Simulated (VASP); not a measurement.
A run of VASP 6.6.1 is set up as follows.

Contents of POSCAR:

```
Pt
1.0
   -0.8222664745      1.6445329491      1.6445329491
    1.6445329491     -0.8222664745      1.6445329491
    1.6445329491      1.6445329491     -0.8222664745
Pt
1
Direct
    0.0000000000      0.0000000000      0.0000000000
```

Contents of INCAR.step1:

```
PREC     = Accurate       # precision mode
ENCUT    = 520            # plane-wave cutoff, eV
ISMEAR   = 0              # smearing method
SIGMA    = 0.15           # smearing width, eV
LREAL    = False          # projectors in reciprocal space
LASPH    = True           # aspherical terms in the spheres
NELM     = 100            # most SCF steps
NBANDS   = 11             # bands
GGA      = PE             # functional
ALGO     = Normal         # electronic algorithm
EDIFF    = 1E-4           # SCF threshold, eV
LWAVE    = True           # write WAVECAR
LCHARG   = False          # write CHGCAR
```

The input INCAR.step2:

```
PREC     = Accurate       # precision mode
ENCUT    = 520            # plane-wave cutoff, eV
EDIFF    = 1E-6           # SCF threshold, eV
ISMEAR   = 0              # smearing method
SIGMA    = 0.15           # smearing width, eV
LREAL    = False          # projectors in reciprocal space
LASPH    = True           # aspherical terms in the spheres
NELM     = 100            # most SCF steps
ALGO     = Normal         # electronic algorithm
ISIF     = 2              # what is computed and relaxed
LWAVE    = False          # write WAVECAR
LCHARG   = False          # write CHGCAR
METAGGA  = R2SCAN         # meta-GGA
LMIXTAU  = True         
NBANDS   = 11             # bands
ISTART   = 1
```

The input KPOINTS:

```
regular mesh
0
Gamma
  24 24 24
```

Potentials or basis: VASP PAW PBE potentials, release 64 (Pt).

Launch:

```sh
$ cat potpaw_PBE.64/Pt/POTCAR > POTCAR
$ cp INCAR.step1 INCAR
$ mpirun -np 1 vasp_std > vasp.out
$ cp INCAR.step2 INCAR
$ mpirun -np 1 vasp_std > vasp.out
```

(1) What does it give for the band gap on the k mesh?

(2) What does it give for the pressure?

Answers

(1) zero (bands 5 and 6 overlap by 4.53 eV).

(2) 52.2 GPa.

Caveat: the cell stands under pressure; the PAW data sets were made with another functional, which shifts forces and pressure a little; spin-orbit coupling is left out, which moves the levels of the heavy elements.
